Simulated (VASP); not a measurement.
# NaCl (Fm-3m) in VASP: a series of runs

The runs below take NaCl through single point, relaxation of cell and atoms, with PBE.

All numbers are computed with VASP 6.6.1; they aren't measurements. Logs are shortened: lines on timing, memory, paths and dates and some standing lists are left out, and cuts for length are marked.

## (1) The cell of the first run

Symmetry: Fm-3m, No. 225, cubic system. The conventional cell has a = 5.695 Å, b = 5.695 Å, c = 5.695 Å, α = 90.00°, β = 90.00°, γ = 90.00°. Within 3.8 Å of Na (site symmetry m-3m) lie 6 Cl at 2.85 Å. Within 3.8 Å of Cl (site symmetry m-3m) lie 6 Na at 2.85 Å.

## (2) Single point, PBE

The input, INCAR:

```
SYSTEM = NaCl
PREC = Accurate
ENCUT = 520
EDIFF = 1E-7
ISMEAR = 0
SIGMA = 0.02
LREAL = .False.
LASPH = .True.
NELM = 100
ALGO = Normal
ISIF = 2
LWAVE = .False.
LCHARG = .False.
GGA = PE
NBANDS = 30
```

The input, KPOINTS:

```
Automatic mesh
0
Gamma
  9 9 4
  0 0 0
```

The input, POSCAR:

```
NaCl
1.0
    4.0267341621      0.0000000000      0.0000000000
   -2.0133670810      3.4872540787      0.0000000000
    0.0000000000      0.0000000000      9.8634517304
Na Cl
3 3
Direct
    0.0000000000      0.0000000000      0.0000000000
    0.3333333333      0.6666666667      0.3333333333
    0.6666666667      0.3333333333      0.6666666667
    0.6666666667      0.3333333333      0.1666666667
    0.0000000000      0.0000000000      0.5000000000
    0.3333333333      0.6666666667      0.8333333333
```

Potentials or basis: VASP PAW PBE potentials, release 64 (Na_pv, Cl).

The run is started by

```
$ cat potpaw_PBE.64/Na_pv/POTCAR potpaw_PBE.64/Cl/POTCAR > POTCAR
$ mpirun -np 1 vasp_std > vasp.out
```

OUTCAR:

```text
SYSTEM = NaCl
   PREC = Accurate
   ENCUT = 520
   EDIFF = 1E-7
   ISMEAR = 0
   LREAL = .False.
   LASPH = .True.
   NELM = 100
   ISIF = 2
   GGA = PE

 ion  position               nearest neighbor table
   1  0.000  0.000  0.000-
   2  0.333  0.667  0.333-
   3  0.667  0.333  0.667-
   4  0.667  0.333  0.167-
   5  0.000  0.000  0.500-
   6  0.333  0.667  0.833-

  LATTYP: Found a hexagonal cell.
 ALAT       =     4.0267341621
 C/A-ratio  =     2.4494916559

  Lattice vectors:

 A1 = (   4.0267341621,   0.0000000000,   0.0000000000)
 A2 = (  -2.0133670810,   3.4872540787,   0.0000000000)
 A3 = (   0.0000000000,   0.0000000000,   9.8634517304)

Analysis of symmetry for initial positions (statically):
=====================================================================
 Subroutine PRICEL returns following result:

  LATTYP: Found a face centered cubic cell.
 ALAT       =     5.6946650286

  Lattice vectors:

 A1 = (   2.0133670808,  -1.1624180261,   3.2878172431)
 A2 = (  -0.0000000002,   2.3248360526,   3.2878172431)
 A3 = (  -2.0133670807,  -1.1624180265,   3.2878172441)

   3 primitive cells build up your supercell.

 Routine SETGRP: Setting up the symmetry group for a
 hexagonal supercell.

 Subroutine GETGRP returns: Found 12 space group operations
 (whereof 12 operations were pure point group operations)
 out of a pool of 24 trial point group operations.

The static configuration has the point symmetry D_3d.

Analysis of symmetry for dynamics (positions and initial velocities):
=====================================================================
 Subroutine PRICEL returns following result:

  LATTYP: Found a face centered cubic cell.
 ALAT       =     5.6946650286

  Lattice vectors:

 A1 = (   2.0133670808,  -1.1624180261,   3.2878172431)
 A2 = (  -0.0000000002,   2.3248360526,   3.2878172431)
 A3 = (  -2.0133670807,  -1.1624180265,   3.2878172441)

   3 primitive cells build up your supercell.

 Routine SETGRP: Setting up the symmetry group for a
 hexagonal supercell.

 Subroutine GETGRP returns: Found 12 space group operations
 (whereof 12 operations were pure point group operations)
 out of a pool of 24 trial point group operations.

The dynamic configuration has the point symmetry D_3d.

 Subroutine INISYM returns: Found 12 space group operations
 (whereof 12 operations are pure point group operations),
 and found     3 'primitive' translations

----------------------------------------------------------------------------------------

                                     Primitive cell

  volume of cell :      46.1683

  direct lattice vectors                    reciprocal lattice vectors
     2.013367081 -1.162418026  3.287817243     0.248340208 -0.143379286  0.101384386
    -0.000000000  2.324836053  3.287817243     0.000000000  0.286758572  0.101384386
    -2.013367081 -1.162418026  3.287817244    -0.248340208 -0.143379286  0.101384386

  length of vectors
     4.026736258  4.026736259  4.026736259     0.304153370  0.304153370  0.304153370

  position of ions in fractional coordinates (direct lattice)
     0.000000000  0.000000000  0.000000000
     0.500000000  0.500000000  0.500000000

  ion indices of the primitive-cell ions
   primitive index   ion index
                 1           1
                 2           4

----------------------------------------------------------------------------------------

 KPOINTS: Automatic mesh

Automatic generation of k-mesh.
 Grid dimensions read from file:
 generate k-points for:    9    9    4

 Generating k-lattice:

  Cartesian coordinates                     Fractional coordinates (reciprocal lattice)
     0.027593356  0.015931032  0.000000000     0.111111111 -0.000000000  0.000000000
     0.000000000  0.031862064  0.000000000     0.000000000  0.111111111  0.000000000
     0.000000000  0.000000000  0.025346097     0.000000000  0.000000000  0.250000000

  Length of vectors
     0.031862064  0.031862064  0.025346097

  Shift w.r.t. Gamma in fractional coordinates (k-lattice)
     0.000000000  0.000000000  0.000000000

 Subroutine IBZKPT returns following result:
 ===========================================

 Found     43 irreducible k-points:

 Following reciprocal coordinates:
            Coordinates               Weight
  0.000000  0.000000  0.000000      1.000000
  0.111111  0.000000  0.000000      6.000000
  0.222222  0.000000  0.000000      6.000000
  0.333333  0.000000  0.000000      6.000000
  0.444444  0.000000  0.000000      6.000000
  0.111111  0.111111  0.000000      6.000000
[... 16 lines left out ...]
  0.222222  0.111111  0.250000     12.000000
 -0.111111  0.333333  0.250000     12.000000
 [... further k-points ...]
   k-points           NKPTS =     43   k-points in BZ     NKDIM =     43   number of bands    NBANDS=     30
   number of dos      NEDOS =    301   number of ions     NIONS =      6
   total plane-waves  NPLWV =  72000
   dimension x,y,z NGX =    30 NGY =   30 NGZ =   80
   dimension x,y,z NGXF=    60 NGYF=   60 NGZF=  160
   ions per type =               3   3
   NGX,Y,Z   is equivalent  to a cutoff of  12.39, 12.39, 13.48 a.u.
   NGXF,Y,Z  is equivalent  to a cutoff of  24.77, 24.77, 26.97 a.u.
 SYSTEM =  NaCl
   PREC   = accura    normal or accurate (medium, high low for compatibility)
   ISTART =      0    job   : 0-new  1-cont  2-samecut
   ICHARG =      2    charge: 1-file 2-atom 10-const
   ISPIN  =      1    spin polarized calculation?
   LNONCOLLINEAR =      F non collinear calculations
   LSORBIT =      F    spin-orbit coupling
   LASPH  =      T    aspherical Exc in radial PAW
   ENCUT  =  520.0 eV  38.22 Ry    6.18 a.u.   7.49  7.49 18.34*2*pi/ulx,y,z
   NELM   =    100;   NELMIN=  2; NELMDL= -5     # of ELM steps
   EDIFF  = 0.1E-06   stopping-criterion for ELM
   LREAL  =      F    real-space projection
   EDIFFG = 0.1E-05   stopping-criterion for IOM
   NSW    =      0    number of steps for IOM
   IBRION =     -1    ionic relax: 0-MD 1-quasi-New 2-CG
   NFREE  =      0    steps in history (QN), initial steepest desc. (CG)
   ISIF   =      2    stress and relaxation
   ISYM   =      2    0-nonsym 1-usesym 2-fastsym
   POTIM  = 0.5000    time-step for ionic-motion
   TEBEG  =    0.0;   TEEND  =   0.0 temperature during run
   PSTRESS=    0.0 pullay stress
   NELECT =      42.0000    total number of electrons
   NUPDOWN=      -1.0000    fix difference up-down
   EMIN   =  10.00;   EMAX   =-10.00  energy-range for DOS
   EFERMI =   0.00;   METHOD = LEGACY
   ISMEAR =     0;   SIGMA  =   0.02  broadening in eV -4-tet -1-fermi 0-gaus
   EFERMI_NEDOS =   21; number of points for ismear=-14 and -15
   IALGO  =     38    algorithm
   IMIX   =      4    mixing-type and parameters
     AMIX     =   0.40;   BMIX     =  1.00
     AMIX_MAG =   1.60;   BMIX_MAG =  1.00
  volume/ion in A,a.u.               =      23.08       155.78
  Fermi-wavevector in a.u.,A,eV,Ry     =   1.099857  2.078428 16.458760  1.209685
  Thomas-Fermi vector in A             =   2.236258
   LORBIT       =      0    0 simple, 1 ext, 2 COOP (PROOUT), +10 PAW based schemes
   GGA     = PE    functional components
   LHFCALC =     F    Hartree Fock is set to
   AEXX    =    0.0000 exact exchange contribution
   IVDW    =     0    specifies the selected vdW correction
   LEPSILON=     F    determine dielectric tensor
   LRPA    =     F    only Hartree local field effects (RPA)
 non-spin polarized calculation
 Gauss-broadening in eV      SIGMA  =   0.02
  energy-cutoff  :      520.00
  volume of cell :      138.51
 maximum number of plane-waves:      3765
 NGX is ok and might be reduce to    30
   NGX = 15   NGY = 15   NGZ = 37

 number of electron      41.9999978 magnetization

 Free energy of the ion-electron system (eV)
  ---------------------------------------------------
  ext. energy  EPLUGINS =         0.00000000
  ---------------------------------------------------
  free energy    TOTEN  =       -20.33381605 eV

  energy without entropy =      -20.33381605  energy(sigma->0) =      -20.33381605

 E-fermi :  -0.7786     XC(G=0):  -8.0431

 val. band max:       -0.8954508503   @ k =   0.0000   0.0000   0.0000
 cond. band min:       4.1025429607   @ k =   0.0000   0.0000   0.0000
 fundamental gap:      4.9979938110
 Fermi energy:        -0.7785832232

 k-point     1 :       0.0000    0.0000    0.0000
  band No.  band energies     occupation
      1     -21.7902      2.00000
      2     -21.7902      2.00000
      3     -21.7726      2.00000
      4     -21.7726      2.00000
      5     -21.7726      2.00000
      6     -21.7726      2.00000
[... 22 lines left out ...]
     29      10.2093      0.00000
     30      10.2425      0.00000

 k-point     2 :       0.1111    0.0000    0.0000
  band No.  band energies     occupation
      1     -21.7896      2.00000
      2     -21.7895      2.00000
      3     -21.7747      2.00000
      4     -21.7737      2.00000
      5     -21.7736      2.00000
      6     -21.7734      2.00000
[... 22 lines left out ...]
     29       9.8110      0.00000
     30      10.3380      0.00000

 k-point     3 :       0.2222    0.0000    0.0000
  band No.  band energies     occupation
      1     -21.7886      2.00000
      2     -21.7881      2.00000
      3     -21.7800      2.00000
      4     -21.7784      2.00000
      5     -21.7762      2.00000
      6     -21.7754      2.00000
[... 22 lines left out ...]
     29       9.2345      0.00000
     30      10.4581      0.00000

 k-point     4 :       0.3333    0.0000    0.0000
  band No.  band energies     occupation
      1     -21.7903      2.00000
      2     -21.7876      2.00000
      3     -21.7871      2.00000
      4     -21.7793      2.00000
      5     -21.7782      2.00000
      6     -21.7771      2.00000
[... 22 lines left out ...]
     29       9.5364      0.00000
     30       9.9007      0.00000

 k-point     5 :       0.4444    0.0000    0.0000
  band No.  band energies     occupation
      1     -21.7927      2.00000
      2     -21.7920      2.00000
      3     -21.7886      2.00000
      4     -21.7783      2.00000
      5     -21.7781      2.00000
      6     -21.7772      2.00000
[... 22 lines left out ...]
     29       9.4268      0.00000
     30      10.1254      0.00000
[... 526 lines left out ...]
     29       9.8816      0.00000
     30       9.8903      0.00000

 k-point    22 :       0.1111    0.1111    0.2500
  band No.  band energies     occupation
      1     -21.7914      2.00000
      2     -21.7848      2.00000
      3     -21.7787      2.00000
      4     -21.7773      2.00000
      5     -21.7756      2.00000
      6     -21.7742      2.00000
[... 22 lines left out ...]
     29       9.6860      0.00000
     30      10.4748      0.00000

 k-point    23 :       0.2222    0.1111    0.2500
  band No.  band energies     occupation
      1     -21.7885      2.00000
      2     -21.7883      2.00000
      3     -21.7835      2.00000
      4     -21.7799      2.00000
      5     -21.7766      2.00000
      6     -21.7764      2.00000
[... 22 lines left out ...]
     29       9.3096      0.00000
     30       9.8322      0.00000

 k-point    24 :      -0.1111    0.3333    0.2500
  band No.  band energies     occupation
      1     -21.7882      2.00000
      2     -21.7862      2.00000
      3     -21.7857      2.00000
      4     -21.7814      2.00000
      5     -21.7766      2.00000
      6     -21.7754      2.00000
[... 22 lines left out ...]
     29       9.3167      0.00000
     30      10.0953      0.00000

 [... further k-points ...]
[... 5 lines left out ...]
  --------------------------------------------------------------------------------------
  -------------------------------------------------------------------------------------
  Total       -0.0178052     -0.0178052     -0.0166481     -0.0000000      0.0000000      0.0000000
  in kB       -0.2059645     -0.2059645     -0.1925788     -0.0000000      0.0000000      0.0000000
  external PRESSURE =      -0.2015026 kB  Pullay stress =       0.0000000 kB

 VOLUME and BASIS-vectors are now :
 -----------------------------------------------------------------------------
  energy-cutoff  :      520.00
  volume of cell :      138.51
      direct lattice vectors                 reciprocal lattice vectors
     4.026734162  0.000000000  0.000000000     0.248340208  0.143379286  0.000000000
    -2.013367081  3.487254079  0.000000000     0.000000000  0.286758572  0.000000000
     0.000000000  0.000000000  9.863451730     0.000000000  0.000000000  0.101384386

 POSITION                                       TOTAL-FORCE (eV/Angst)
 -----------------------------------------------------------------------------------
      0.00000      0.00000      0.00000         0.000000     -0.000000     -0.000000
     -0.00000      2.32484      3.28782        -0.000000     -0.000000     -0.000000
      2.01337      1.16242      6.57563         0.000000     -0.000000      0.000000
      2.01337      1.16242      1.64391        -0.000000      0.000000     -0.000000
      0.00000      0.00000      4.93173         0.000000     -0.000000     -0.000000
     -0.00000      2.32484      8.21954         0.000000     -0.000000     -0.000000
 -----------------------------------------------------------------------------------
    total drift:                                0.000000      0.000000      0.000000

  FREE ENERGIE OF THE ION-ELECTRON SYSTEM (eV)
  ---------------------------------------------------
  free  energy   TOTEN  =       -20.3338160547 eV

  energy  without entropy=      -20.3338160547  energy(sigma->0) =      -20.33381605
```

Run time: 82 s. Hardware: 1 thread of Intel Xeon 6975P-C (Granite Rapids), shared host; peak memory 0.32 GiB.

Results:

| Quantity | Value |
| --- | --- |
| Free energy | -20.3338 eV |
| Pressure | 0.0 GPa |
| Band gap on the k mesh | 5.00 eV |

Levels at points of the mesh, in eV from the valence-band top:
| k point | band 18 | band 19 | band 20 | band 21 | band 22 | band 23 | band 24 | band 25 |
| --- | --- | --- | --- | --- | --- | --- | --- | --- |
| (0.00, 0.00, 0.00) | -0.19 | 0.00 | 0.00 | 0.00 | 5.00 | 6.95 | 6.95 | 9.95 |
| (0.00, 0.00, 0.50) | -0.06 | -0.06 | -0.06 | -0.06 | 5.79 | 5.79 | 7.22 | 10.29 |

A k mesh can miss the band edges. Expect the measured gap to be larger: semilocal functionals such as PBE lack the derivative discontinuity.

## (3) Relaxation of cell and atoms, PBE

This run uses another cell than the first one, of 22.19 Å³/atom, 0.961 times its volume.

The input, INCAR:

```
ALGO     = Normal         # electronic algorithm
EDIFF    = 1E-6           # SCF threshold, eV
EDIFFG   = -0.005         # ionic threshold
ENCUT    = 600            # plane-wave cutoff, eV
GGA      = PE             # functional
IBRION   = 2              # ionic algorithm
ISIF     = 3              # what is computed and relaxed
ISMEAR   = 0              # smearing method
LASPH    = T              # aspherical terms in the spheres
LCHARG   = F              # write CHGCAR
LREAL    = F              # projectors in reciprocal space
LWAVE    = F              # write WAVECAR
NELM     = 100            # most SCF steps
NSW      = 100            # ionic steps
PREC     = Accurate       # precision mode
SIGMA    = 0.02           # smearing width, eV
```

The input, KPOINTS:

```
k-points
0
Gamma
  9 9 4
```

The input, POSCAR:

```
NaCl
1.0
    3.9739400000      0.0000000000      0.0000000000
   -1.9869700000      3.4415330000      0.0000000000
    0.0000000000      0.0000000000      9.7341260000
Na Cl
3 3
Direct
    0.0000000000      0.0000000000      0.0000000000
    0.3333333300      0.6666666700      0.3333333300
    0.6666666700      0.3333333300      0.6666666700
    0.6666666700      0.3333333300      0.1666666700
    0.0000000000      0.0000000000      0.5000000000
    0.3333333300      0.6666666700      0.8333333300
```

Potentials or basis: VASP PAW PBE potentials, release 64 (Na_pv, Cl).

The run is started by

```
$ cat potpaw_PBE.64/Na_pv/POTCAR potpaw_PBE.64/Cl/POTCAR > POTCAR
$ mpirun -np 1 vasp_std > vasp.out
```

Run time: 2 min. Hardware: 1 thread of Intel Xeon 6975P-C (Granite Rapids), shared host; peak memory 0.35 GiB.

It converged, with:

```yaml
Free_energy: -20.3343 eV
Relaxed_volume: 23.13 Å³/atom
Relaxed_cell: a = 4.030 Å, b = 4.030 Å, c = 9.871 Å, α = 90.00°, β = 90.00°, γ = 120.00°
Space_group_after_relaxing_to_0.05_Å: Fm-3m (No. 225)
Energy_gained_by_relaxing: 2.9 meV/atom
Ionic_steps: 3
Pressure_after_relaxing: 0.0 GPa
Band_gap_on_the_k_mesh: 4.99 eV
```

Step by step:
| step | energy change (eV) | largest force (eV/Å) | pressure (GPa) | volume (Å³) |
| --- | --- | --- | --- | --- |
| 1 | 0.0000 | 0.0000 | 1.05 | 133.13 |
| 2 | -0.0135 | 0.0000 | 0.51 | 135.96 |
| 3 | -0.0173 | 0.0000 | 0.00 | 138.81 |

Final structure:
```
CELL_PARAMETERS angstrom
4.02968 0.00000 0.00000
-2.01484 3.48981 0.00000
0.00000 0.00000 9.87065
ATOMIC_POSITIONS crystal
Na 0.00000 0.00000 0.00000
Na 0.33333 0.66667 0.33333
Na 0.66667 0.33333 0.66667
Cl 0.66667 0.33333 0.16667
Cl 0.00000 0.00000 0.50000
Cl 0.33333 0.66667 0.83333
```

Levels at points of the mesh, in eV from the valence-band top:
```tsv
k point	band 18	band 19	band 20	band 21	band 22	band 23	band 24	band 25
(0.00, 0.00, 0.00)	-0.19	0.00	0.00	0.00	4.99	6.94	6.94	9.94
(0.00, 0.00, 0.50)	-0.06	-0.06	-0.06	-0.06	5.78	5.78	7.22	10.29
```

A k mesh can miss the band edges. A hybrid or GW would open this gap; PBE tends to underestimate it.

## (4) Single point, PBE

This run uses another cell than the first one, of 22.19 Å³/atom, 0.961 times its volume.

The input, INCAR:

```
SYSTEM = NaCl
PREC = Accurate ; ENCUT = 520
EDIFF = 1E-6 ; ISMEAR = 0
SIGMA = 0.1 ; LREAL = .FALSE.
LASPH = .TRUE. ; NELM = 100
ALGO = Normal ; ISIF = 2
LWAVE = .FALSE. ; LCHARG = .TRUE.
GGA = PE ; LELF = .TRUE.
LVHAR = .TRUE. ; NBANDS = 30
```

The input, KPOINTS:

```
Automatic mesh
0
G
  6 6 2
  0 0 0
```

POSCAR is that of step 3.

The run is started by

```
$ cat potpaw_PBE.64/Na_pv/POTCAR potpaw_PBE.64/Cl/POTCAR > POTCAR
$ mpirun -np 1 vasp_std > vasp.out
```

Wall time 26 s (1 thread of Intel Xeon 6975P-C (Granite Rapids), shared host); peak memory 0.25 GiB.

Results (log left out):

- Free energy: -20.3161 eV
- Pressure: 1.0 GPa
- Band gap on the k mesh: 5.15 eV

Levels at points of the mesh, in eV from the valence-band top:
```csv
k point,band 19,band 20,band 21,band 22,band 23,band 24
"(0.00, 0.00, 0.00)",0.00,0.00,0.00,5.15,7.08,7.08
"(0.50, 0.00, 0.00)",-0.57,-0.36,-0.36,7.57,7.91,7.91
"(0.00, 0.00, 0.50)",-0.07,-0.07,-0.07,5.97,5.97,7.29
"(0.50, 0.00, 0.50)",-0.53,-0.27,-0.27,7.29,8.02,8.02
```

A hybrid or GW would open this gap; PBE tends to underestimate it.

## (5) Summary

```csv
task,cell,k mesh,cutoff (eV),smearing,gap on the mesh (eV),pressure (GPa)
single point,"a = 4.027, b = 4.027, c = 9.863 Å, angles 90.0, 90.0, 120.0°, 6 atoms",9 × 9 × 4,520,gaussian 0.02 eV,5.00,0.0
relaxation of cell and atoms,"relaxed from a = 3.974, b = 3.974, c = 9.734 Å, angles 90.0, 90.0, 120.0°, 6 atoms",9 × 9 × 4,600,gaussian 0.02 eV,4.99,0.0
single point,"a = 3.974, b = 3.974, c = 9.734 Å, angles 90.0, 90.0, 120.0°, 6 atoms",6 × 6 × 2,520,gaussian 0.1 eV,5.15,1.0
```

Alike in all rows: level PBE; potentials or basis VASP PAW PBE potentials, release 64 (Na_pv, Cl); no spin polarisation.

Absolute energies hang on the potentials; compare differences alone.
